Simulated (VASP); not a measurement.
# CoO in VASP: settings compared

CoO is run at these levels: PBE+D3(BJ)+U, PBE+U; tasks: single point, relaxation of cell and atoms.

All numbers are computed with VASP 6.6.1; they aren't measurements. Logs are shortened: lines on timing, memory, paths and dates and some standing lists are left out, and cuts for length are marked.

### 1 The cell of the first run

It takes space group I4/mmm (No. 139, tetragonal). Conventional cell: a = 3.016 Å, b = 3.016 Å, c = 4.214 Å, α = 90.00°, β = 90.00°, γ = 90.00°. Within 2.8 Å of Co (site symmetry 4/mmm) lie 6 O at 2.11 to 2.13 Å. O (site symmetry 4/mmm) has 6 Co at 2.11 to 2.13 Å within 2.8 Å.

### 2 Single point, PBE+D3(BJ)+U, collinear spin, ferromagnetic start

File INCAR:

```
PREC = Accurate
ENCUT = 520
EDIFF = 1E-6
ISMEAR = 1
SIGMA = 0.01
LREAL = False
LASPH = True
NELM = 150
ALGO = Normal
ISIF = 2
LWAVE = False
LCHARG = False
ISPIN = 2
MAGMOM = 2 0
LORBIT = 11
LMAXMIX = 4
LDAU = True
LDAUTYPE = 2
LDAUL = 2 -1
LDAUU = 4.5 0
LDAUJ = 0 0
LDAUPRINT = 1
GGA = PE
IVDW = 12
NBANDS = 18
```

File KPOINTS:

```
Automatic mesh
0
Gamma
  12 12 12
```

File POSCAR:

```
CoO
1.0
   -1.5080000000      1.5080000000      2.1072475377
    1.5080000000     -1.5080000000      2.1072475377
    1.5080000000      1.5080000000     -2.1072475377
Co O
1 1
Direct
    0.0000000000      0.0000000000      0.0000000000
    0.5000000000      0.5000000000      0.0000000000
```

Potentials or basis: VASP PAW PBE potentials, release 64 (Co, O).

Launch:

```console
$ cat potpaw_PBE.64/Co/POTCAR potpaw_PBE.64/O/POTCAR > POTCAR
$ mpirun -np 1 vasp_std > vasp.out
```

OUTCAR:

```text
PREC = Accurate
   ENCUT = 520
   EDIFF = 1E-6
   ISMEAR = 1
   LREAL = False
   LASPH = True
   NELM = 150
   ISIF = 2
   ISPIN = 2
   LORBIT = 11
   GGA = PE
   IVDW = 12
 IVDW          = 12

 ion  position               nearest neighbor table
   1  0.000  0.000  0.000-   2 2.11   2 2.11   2 2.13   2 2.13   2 2.13   2 2.13
   2  0.500  0.500  0.000-   1 2.11   1 2.11   1 2.13   1 2.13   1 2.13   1 2.13

  LATTYP: Found a body centered tetragonal cell.
 ALAT       =     3.0160000000
 C/A-ratio  =     1.3973790038

  Lattice vectors:

 A1 = (  -1.5080000000,   1.5080000000,   2.1072475377)
 A2 = (   1.5080000000,  -1.5080000000,   2.1072475377)
 A3 = (   1.5080000000,   1.5080000000,  -2.1072475377)

Analysis of symmetry for initial positions (statically):
=====================================================================
 Subroutine PRICEL returns:
 Original cell was already a primitive cell.

 Routine SETGRP: Setting up the symmetry group for a
 body centered tetragonal supercell.

 Subroutine GETGRP returns: Found 16 space group operations
 (whereof 16 operations were pure point group operations)
 out of a pool of 16 trial point group operations.

The static configuration has the point symmetry D_4h.

Analysis of symmetry for dynamics (positions and initial velocities):
=====================================================================
 Subroutine PRICEL returns:
 Original cell was already a primitive cell.

 Routine SETGRP: Setting up the symmetry group for a
 body centered tetragonal supercell.

 Subroutine GETGRP returns: Found 16 space group operations
 (whereof 16 operations were pure point group operations)
 out of a pool of 16 trial point group operations.

The dynamic configuration has the point symmetry D_4h.

Analysis of structural, dynamic, and magnetic symmetry:
=====================================================================
 Subroutine PRICEL returns:
 Original cell was already a primitive cell.

[... 173 lines left out ...]
  o =  0.1382  v =  0.0000  0.0000  0.0000  0.0000  0.0000  0.0000  0.0000  1.0000 -0.0000 -0.0000      0.0000  0.0000  0.0000  0.0000  0.0000  0.0000  0.0000  0.0000  0.0000  0.0000
  o =  0.4939  v =  0.0000  0.0000  0.0000  0.0000  0.0000  0.0000 -0.6305 -0.0000 -0.7762  0.0000      0.0000  0.0000  0.0000  0.0000  0.0000  0.0000  0.0000  0.0000  0.0000  0.0000
  o =  0.4939  v =  0.0000  0.0000  0.0000  0.0000  0.0000  0.0000 -0.7762  0.0000  0.6305 -0.0000      0.0000  0.0000  0.0000  0.0000  0.0000  0.0000  0.0000  0.0000  0.0000  0.0000
  o =  0.9647  v =  0.0000  0.0000  0.0000  0.0000  0.0000  0.0000 -0.0000  0.0000  0.0000  1.0000      0.0000  0.0000  0.0000  0.0000  0.0000  0.0000  0.0000  0.0000  0.0000  0.0000
  o =  0.9708  v =  0.0000  0.0000  0.0000  0.0000  1.0000  0.0000  0.0000  0.0000  0.0000  0.0000      0.0000  0.0000  0.0000  0.0000  0.0000  0.0000  0.0000  0.0000  0.0000  0.0000
  o =  0.9733  v =  0.0000 -0.9855 -0.0000  0.1694  0.0000  0.0000  0.0000  0.0000  0.0000  0.0000      0.0000  0.0000  0.0000  0.0000  0.0000  0.0000  0.0000  0.0000  0.0000  0.0000
  o =  0.9733  v =  0.0000 -0.1694  0.0000 -0.9855  0.0000  0.0000  0.0000  0.0000  0.0000  0.0000      0.0000  0.0000  0.0000  0.0000  0.0000  0.0000  0.0000  0.0000  0.0000  0.0000
  o =  1.0167  v =  1.0000  0.0000  0.0000  0.0000  0.0000  0.0000  0.0000  0.0000  0.0000  0.0000      0.0000  0.0000  0.0000  0.0000  0.0000  0.0000  0.0000  0.0000  0.0000  0.0000
  o =  1.0208  v =  0.0000 -0.0000  1.0000  0.0000 -0.0000  0.0000  0.0000  0.0000  0.0000  0.0000      0.0000  0.0000  0.0000  0.0000  0.0000  0.0000  0.0000  0.0000  0.0000  0.0000

 number of electron      15.0000006 magnetization       3.0000431

 Free energy of the ion-electron system (eV)
  ---------------------------------------------------
  ext. energy  EPLUGINS =         0.00000000
  ---------------------------------------------------
  free energy    TOTEN  =       -11.00631876 eV

  energy without entropy =      -11.00631740  energy(sigma->0) =      -11.00631830

 E-fermi :   7.8196     XC(G=0): -12.4272

 val. band max:        7.8193198625   @ k =  -0.2500   0.5000   0.1667
 cond. band min:       7.8257472558   @ k =   0.3333   0.1667   0.0833
 fundamental gap:      0.0064273933
 Fermi energy:         7.8196384186

 spin component 1

 k-point     1 :       0.0000    0.0000    0.0000
  band No.  band energies     occupation
      1     -11.9783      1.00000
      2       1.8842      1.00000
      3       2.3233      1.00000
      4       2.3233      1.00000
      5       2.3286      1.00000
      6       3.2598      1.00000
[... 1001 lines left out ...]
     17      35.9063      0.00000
     18      37.4818      0.00000

 [... further k-points ...]

------------------------ aborting loop because EDIFF is reached ----------------------------------------

 Edisp (eV)   -0.50818

 E8    (eV) :    -0.1954

  FORCE on cell =-STRESS in cart. coord.  units (eV):
  Direction    XX          YY          ZZ          XY          YZ          ZX
  --------------------------------------------------------------------------------------
  -------------------------------------------------------------------------------------
  Total       5.88817     5.88817     4.98887     0.00000     0.00000     0.00000
  in kB     492.16724   492.16724   416.99832     0.00000     0.00000     0.00000
  external pressure =      467.11 kB  Pullay stress =        0.00 kB

 VOLUME and BASIS-vectors are now :
 -----------------------------------------------------------------------------
  energy-cutoff  :      520.00
  volume of cell :       19.17
      direct lattice vectors                 reciprocal lattice vectors
    -1.508000000  1.508000000  2.107247538     0.000000000  0.331564987  0.237276348
     1.508000000 -1.508000000  2.107247538     0.331564987  0.000000000  0.237276348
     1.508000000  1.508000000 -2.107247538     0.331564987  0.331564987  0.000000000

 POSITION                                       TOTAL-FORCE (eV/Angst)
 -----------------------------------------------------------------------------------
      0.00000      0.00000      0.00000         0.000000     -0.000000     -0.000000
      0.00000      0.00000      2.10725        -0.000000      0.000000      0.000000
 -----------------------------------------------------------------------------------
    total drift:                               -0.000000      0.000000     -0.000000

  FREE ENERGIE OF THE ION-ELECTRON SYSTEM (eV)
  ---------------------------------------------------
  free  energy   TOTEN  =       -11.5145021017 eV

  energy  without entropy=      -11.5145007398  energy(sigma->0) =      -11.51450165

 total charge

# of ion       s       p       d       tot
------------------------------------------
    1        0.304   0.373   7.135   7.811
    2        1.551   3.463   0.000   5.014
--------------------------------------------------
tot          1.854   3.836   7.135  12.825

 magnetization (x)

# of ion       s       p       d       tot
------------------------------------------
    1        0.020   0.018   2.747   2.785
    2        0.021   0.195   0.000   0.216
--------------------------------------------------
tot          0.041   0.212   2.747   3.001
```

stdout:

```text
POSCAR found type information on POSCAR CoO
 POSCAR found :  2 types and       2 ions
 scaLAPACK will be used
 LDA part: xc-table for (Slater+PW92), standard interpolation
 POSCAR, INCAR and KPOINTS ok, starting setup
 FFT: planning ... GRIDC
 FFT: planning ... GRID_SOFT
 FFT: planning ... GRID
 WAVECAR not read
 entering main loop
```

It took 3.9 min on 1 thread of AMD EPYC 7R43 (Zen 3), shared host; peak memory 0.19 GiB.

Results:

| Quantity | Value |
| --- | --- |
| Free energy | -11.5145 eV |
| Pressure | 46.7 GPa |
| Band gap on the k mesh | zero (filled and empty bands overlap) |
| Net moment | 3.00 μB per cell |
| Site moments | Co +2.79; O +0.22 μB |
| Valence electrons inside the program's atomic spheres | Co 7.81; O 5.01 |
| Dispersion energy per atom | -0.254 eV |

Levels at points of the mesh, in eV from the Fermi level:
Spin up:
```csv
k point,band 7,band 8,band 9,band 10,band 11,band 12
"(0.00, 0.00, 0.00)",-2.74,-2.59,-2.59,1.34,16.93,16.93
"(0.50, 0.00, 0.00)",-3.34,-0.73,-0.63,5.35,9.69,13.55
"(0.50, 0.50, 0.00)",-4.01,-3.79,-3.66,6.03,10.26,10.71
"(0.50, 0.50, 0.50)",-4.61,-3.90,-3.90,6.09,10.31,10.91
```
Spin down:
```
           k point  band 3  band 4  band 5  band 6  band 7  band 8  band 9  band 10
(0.00, 0.00, 0.00)   -2.29   -2.19   -2.19   -1.03   -1.03    1.43    1.87     2.16
(0.50, 0.00, 0.00)   -4.19   -3.88   -1.81    0.06    0.21    3.89    4.43     5.60
(0.50, 0.50, 0.00)   -3.58   -3.41   -2.13   -2.01    0.21    2.02    2.99     7.03
(0.50, 0.50, 0.50)   -4.03   -3.51   -3.51    0.20    0.20    2.36    2.70     7.05
```

Eigenvalues of the final occupation matrices:
```tsv
site	spin	trace	eigenvalues
site 1 d	1	4.95	0.97 0.97 0.97 1.02 1.02
site 1 d	2	2.21	0.11 0.14 0.49 0.49 0.96
```

Caveat: the cell stands under pressure; a cell with one magnetic atom can't hold antiferromagnetic order, which such compounds often take.

(Continued in part 2 of 3.)
